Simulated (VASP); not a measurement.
# Pb2F (I4/mmm) in VASP: notebook, part 2 of 2

VASP 6.6.1.

## (3) Relaxation of cell and atoms, PBE

This run uses another cell than the first one, of 27.17 Å³/atom, 1.159 times its volume.

INCAR

```
ALGO = Normal ; EDIFF = 1E-6
EDIFFG = -0.04 ; ENCUT = 600
GGA = PE ; IBRION = 2
ISIF = 3 ; ISMEAR = 0
LASPH = T ; LCHARG = F
LREAL = F ; LWAVE = F
NELM = 100 ; NSW = 90
PREC = Accurate ; SIGMA = 0.1
```

KPOINTS

```
k-points
0
Gamma
  6 6 6
```

POSCAR

```
Pb2F
1.0
   -1.7885897003      1.7885897003      6.3708817220
    1.7885897003     -1.7885897003      6.3708817220
    1.7885897003      1.7885897003     -6.3708817220
Pb F
2 1
Direct
    0.3650000000      0.3650000000      0.0000000000
    0.6350000000      0.6350000000      0.0000000000
    0.0000000000      0.0000000000      0.0000000000
```

Potentials or basis: VASP PAW PBE potentials, release 64 (Pb_d, F).

On the command line:

```bash
$ cat potpaw_PBE.64/Pb_d/POTCAR potpaw_PBE.64/F/POTCAR > POTCAR
$ mpirun -np 1 vasp_std > vasp.out
```

OUTCAR:

```text
EDIFF = 1E-6
   EDIFFG = -0.04
   ENCUT = 600
   GGA = PE
   IBRION = 2
   ISIF = 3
   ISMEAR = 0
   LASPH = T
   LREAL = F
   NELM = 100
   NSW = 90
   PREC = Accurate

 ion  position               nearest neighbor table
   1  0.365  0.365  0.000-   2 3.44   2 3.87   2 3.87   2 3.87   2 3.87
   2  0.635  0.635  0.000-   1 3.44   1 3.87   1 3.87   1 3.87   1 3.87
   3  0.000  0.000  0.000-

  LATTYP: Found a body centered tetragonal cell.
 ALAT       =     3.5771794006
 C/A-ratio  =     3.5619581847

  Lattice vectors:

 A1 = (  -1.7885897003,   1.7885897003,   6.3708817220)
 A2 = (   1.7885897003,  -1.7885897003,   6.3708817220)
 A3 = (   1.7885897003,   1.7885897003,  -6.3708817220)

Analysis of symmetry for initial positions (statically):
=====================================================================
 Subroutine PRICEL returns:
 Original cell was already a primitive cell.

 Routine SETGRP: Setting up the symmetry group for a
 body centered tetragonal supercell.

 Subroutine GETGRP returns: Found 16 space group operations
 (whereof 16 operations were pure point group operations)
 out of a pool of 16 trial point group operations.

The static configuration has the point symmetry D_4h.

Analysis of symmetry for dynamics (positions and initial velocities):
=====================================================================
 Subroutine PRICEL returns:
 Original cell was already a primitive cell.

 Routine SETGRP: Setting up the symmetry group for a
 body centered tetragonal supercell.

 Subroutine GETGRP returns: Found 16 space group operations
 (whereof 16 operations were pure point group operations)
 out of a pool of 16 trial point group operations.

The dynamic configuration has the point symmetry D_4h.

 Subroutine INISYM returns: Found 16 space group operations
 (whereof 16 operations are pure point group operations),
 and found     1 'primitive' translations

----------------------------------------------------------------------------------------

                                     Primitive cell

[... 109 lines left out ...]
   IALGO  =     38    algorithm
   IMIX   =      4    mixing-type and parameters
     AMIX     =   0.40;   BMIX     =  1.00
     AMIX_MAG =   1.60;   BMIX_MAG =  1.00
  volume/ion in A,a.u.               =      27.17       183.38
  Fermi-wavevector in a.u.,A,eV,Ry     =   1.235010  2.333831 20.752286  1.525250
  Thomas-Fermi vector in A             =   2.369677
   LORBIT       =      0    0 simple, 1 ext, 2 COOP (PROOUT), +10 PAW based schemes
   GGA     = PE    functional components
   LHFCALC =     F    Hartree Fock is set to
   AEXX    =    0.0000 exact exchange contribution
   IVDW    =     0    specifies the selected vdW correction
   LEPSILON=     F    determine dielectric tensor
   LRPA    =     F    only Hartree local field effects (RPA)
 conjugate gradient relaxation of ions
 non-spin polarized calculation
 Gauss-broadening in eV      SIGMA  =   0.10
  energy-cutoff  :      600.00
  volume of cell :       81.52
 maximum number of plane-waves:      2746
   NGX = 27   NGY = 27   NGZ = 27

--------------------------------------- Ionic step        1  -------------------------------------------

 number of electron      35.0000000 magnetization

 Free energy of the ion-electron system (eV)
  ---------------------------------------------------
  ext. energy  EPLUGINS =         0.00000000
  ---------------------------------------------------
  free energy    TOTEN  =       -11.30961717 eV

  energy without entropy =      -11.29954795  energy(sigma->0) =      -11.30458256

 E-fermi :   4.5961     XC(G=0):  -9.4233

 val. band max:        4.5649573717   @ k =  -0.3333  -0.3333   0.1667
 cond. band min:       4.5997725345   @ k =   0.3333   0.3333  -0.0000
 fundamental gap:      0.0348151628
 Fermi energy:         4.5961207349

 k-point     1 :       0.0000    0.0000    0.0000
  band No.  band energies     occupation
      1     -17.2306      2.00000
      2     -12.4312      2.00000
      3     -12.4142      2.00000
      4     -12.3921      2.00000
      5     -12.2846      2.00000
      6     -12.2280      2.00000
[... 671 lines left out ...]
  FREE ENERGIE OF THE ION-ELECTRON SYSTEM (eV)
  ---------------------------------------------------
  free  energy   TOTEN  =       -11.5384436524 eV

  energy  without entropy=      -11.5341907950  energy(sigma->0) =      -11.53631722

[... ionic steps 4 to 9 ...]

--------------------------------------- Ionic step       10  -------------------------------------------

 number of electron      34.9999999 magnetization

------------------------ aborting loop because EDIFF is reached ----------------------------------------
[... 69 lines left out ...]
--------------------------------------- Ionic step       12  -------------------------------------------

 number of electron      34.9999999 magnetization

 Free energy of the ion-electron system (eV)
  ---------------------------------------------------
  ext. energy  EPLUGINS =         0.00000000
  ---------------------------------------------------
  free energy    TOTEN  =       -11.58433434 eV

  energy without entropy =      -11.57962949  energy(sigma->0) =      -11.58198192

 E-fermi :   6.1416     XC(G=0): -10.1354

 val. band max:        6.1021707498   @ k =   0.3333   0.3333  -0.0000
 cond. band min:       6.1784718479   @ k =  -0.3333  -0.3333   0.3333
 fundamental gap:      0.0763010980
 Fermi energy:         6.1415652056

 k-point     1 :       0.0000    0.0000    0.0000
  band No.  band energies     occupation
      1     -16.1322      2.00000
      2     -10.9851      2.00000
      3     -10.9196      2.00000
      4     -10.8968      2.00000
      5     -10.7968      2.00000
      6     -10.7371      2.00000
[... 597 lines left out ...]
  FREE ENERGIE OF THE ION-ELECTRON SYSTEM (eV)
  ---------------------------------------------------
  free  energy   TOTEN  =       -11.5843343433 eV

  energy  without entropy=      -11.5796294904  energy(sigma->0) =      -11.58198192

 reached required accuracy - stopping structural energy minimisation
```

Run time: 11 min. Hardware: 1 thread of Intel Xeon 6975P-C (Granite Rapids), shared host; peak memory 0.49 GiB.

What came out:

```yaml
Free_energy: -11.5843 eV
Relaxed_volume: 23.37 Å³/atom
Relaxed_cell: a = 6.281 Å, b = 6.281 Å, c = 6.281 Å, α = 147.80°, β = 147.80°, γ = 46.18°
Space_group_after_relaxing_to_0.05_Å: I4/mmm (No. 139)
Energy_gained_by_relaxing: 91.6 meV/atom
Ionic_steps: 12
Pressure_after_relaxing: 0.1 GPa
Largest_force_after_relaxing: 0.029 eV/Å
```

Forces in eV/Å, atoms in the order of the input:
```
Pb   0.000  0.000 -0.029
Pb   0.000  0.000  0.029
F    0.000  0.000  0.000
```

Step by step:
```tsv
step	energy change (eV)	largest force (eV/Å)	pressure (GPa)	volume (Å³)
1	0.0000	0.3270	-5.00	81.52
2	-0.2180	0.4985	-1.12	71.92
3	-0.2288	0.5286	0.46	69.62
4	-0.2570	0.2875	0.56	69.34
5	-0.2687	0.0114	0.81	69.05
6	-0.2689	0.0226	0.84	69.01
7	-0.2728	0.0221	-0.29	70.55
8	-0.2729	0.0215	-0.18	70.32
9	-0.2729	0.0216	-0.10	70.27
10	-0.2739	0.0057	-0.07	70.22
11	-0.2746	0.0448	0.07	70.08
12	-0.2747	0.0293	0.05	70.12
```

Final structure:
```yaml
crystal:
  lattice:
    - [-1.74183, 1.74183, 5.77759]
    - [1.74183, -1.74183, 5.77759]
    - [1.74183, 1.74183, -5.77759]
  atoms:
    - { symbol: Pb, position: [0.35842, 0.35842, 0.00000] }
    - { symbol: Pb, position: [0.64158, 0.64158, 0.00000] }
    - { symbol: F, position: [0.00000, 0.00000, 0.00000] }
```

Levels at points of the mesh, in eV from the Fermi level:
```
           k point  band 15  band 16  band 17  band 18  band 19  band 20
(0.00, 0.00, 0.00)    -3.72    -3.08    -2.42     3.72     3.72     6.31
(0.50, 0.00, 0.00)    -3.76    -3.55    -1.94    -0.91     2.72     4.10
(0.50, 0.50, 0.00)    -4.63    -3.81    -1.70    -1.00     0.61     1.23
(0.50, 0.50, 0.50)    -3.74    -3.74     1.77     2.32     3.66     3.66
```

Caveat: the k points lie up to 0.43 Å⁻¹ apart in the final cell; spin-orbit coupling is left out, which moves the levels of the heavy elements; an odd number of electrons without spin polarisation forces a metal; a magnetic or distorted state may lie lower.
